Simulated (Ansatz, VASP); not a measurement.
**SiO2 in VASP and in Ansatz**

Contents of POSCAR:

```
SiO2
1.0
    4.1141230000      0.0000000000      0.0000000000
    0.0000000000      5.0812480000      0.0000000000
    0.0000000000      0.0000000000      4.5271630000
Si O
4 8
Direct
    0.5000000000      0.3476890000      0.7500000000
    0.0000000000      0.1523110000      0.2500000000
    0.5000000000      0.6523110000      0.2500000000
    0.0000000000      0.8476890000      0.7500000000
    0.2691010000      0.6175780000      0.5799690000
    0.7691010000      0.8824220000      0.4200310000
    0.2308990000      0.8824220000      0.0799690000
    0.7308990000      0.6175780000      0.9200310000
    0.2691010000      0.3824220000      0.0799690000
    0.7691010000      0.1175780000      0.9200310000
    0.2308990000      0.1175780000      0.5799690000
    0.7308990000      0.3824220000      0.4200310000
```

The input INCAR.step1:

```
SYSTEM = SiO2
PREC = Accurate
ENCUT = 600
ISMEAR = 0
SIGMA = 0.1
LREAL = .FALSE.
LASPH = .TRUE.
NELM = 100
GGA = PE
ALGO = Normal
EDIFF = 1E-4
LWAVE = .TRUE.
LCHARG = .FALSE.
```

File INCAR.step2:

```
SYSTEM = SiO2
PREC = Accurate
ENCUT = 600
EDIFF = 1E-6
ISMEAR = 0
SIGMA = 0.1
LREAL = .FALSE.
LASPH = .TRUE.
NELM = 100
ALGO = Normal
ISIF = 3
LWAVE = .FALSE.
LCHARG = .FALSE.
METAGGA = R2SCAN
LMIXTAU = .TRUE.
IBRION = 2
NSW = 100
EDIFFG = -0.05
ISTART = 1
```

The input KPOINTS:

```
Automatic mesh
0
G
  6 4 4
  0 0 0
```

Input for Ansatz:

```yaml
crystal:
  lattice:
    - [4.114123, 0.0, 0.0]
    - [0.0, 5.081248, 0.0]
    - [0.0, 0.0, 4.527163]
  atoms:
    - { symbol: Si, position: [0.5, 0.347689, 0.75] }
    - { symbol: Si, position: [0.0, 0.152311, 0.25] }
    - { symbol: Si, position: [0.5, 0.652311, 0.25] }
    - { symbol: Si, position: [0.0, 0.847689, 0.75] }
    - { symbol: O, position: [0.269101, 0.617578, 0.579969] }
    - { symbol: O, position: [0.769101, 0.882422, 0.420031] }
    - { symbol: O, position: [0.230899, 0.882422, 0.079969] }
    - { symbol: O, position: [0.730899, 0.617578, 0.920031] }
    - { symbol: O, position: [0.269101, 0.382422, 0.079969] }
    - { symbol: O, position: [0.769101, 0.117578, 0.920031] }
    - { symbol: O, position: [0.230899, 0.117578, 0.579969] }
    - { symbol: O, position: [0.730899, 0.382422, 0.420031] }
basis:
  ecutwfc: 500
kpoints:
  mp_grid: { grid: [6, 4, 4] }
hamiltonian:
  xc: r2scan
scf:
  occupations: { method: gaussian, width: 0.1 }
output:
  forces: true
  stress: true
  eigenvalues: true
relax:
  adjacent_minimum: "off"
  f_tol: 0.05
  max_steps: 80
  cell: { stress_tol: 0.5 }
```

Alike in both runs: task relaxation of cell and atoms; functional r2SCAN; k mesh 6 × 4 × 4; occupations gaussian, width 0.1 eV; no spin polarisation.

|  | VASP | Ansatz |
| --- | --- | --- |
| version | VASP 6.6.1 | Ansatz 0.2.0 |
| potentials or method | VASP PAW PBE potentials, release 64 (Si, O), cutoff 600 eV | scalar-relativistic, plane waves, PAW |
| valence electrons in the cell | 64 | 64 |

Ansatz gave:

* gap on the k mesh at the Fermi level, each at its own relaxed structure (eV): 6.77
* relaxed volume (Å³/atom): 7.64
* relaxed length of the cell vector where the two differ most in proportion (Å): 4.480

Question: Estimate VASP's values.

Answer: gap on the k mesh at the Fermi level, each at its own relaxed structure (eV): 6.76; relaxed volume (Å³/atom): 7.65; relaxed length of the cell vector where the two differ most in proportion (Å): 4.482.

VASP's potentials were made for PBE, not for r2SCAN.
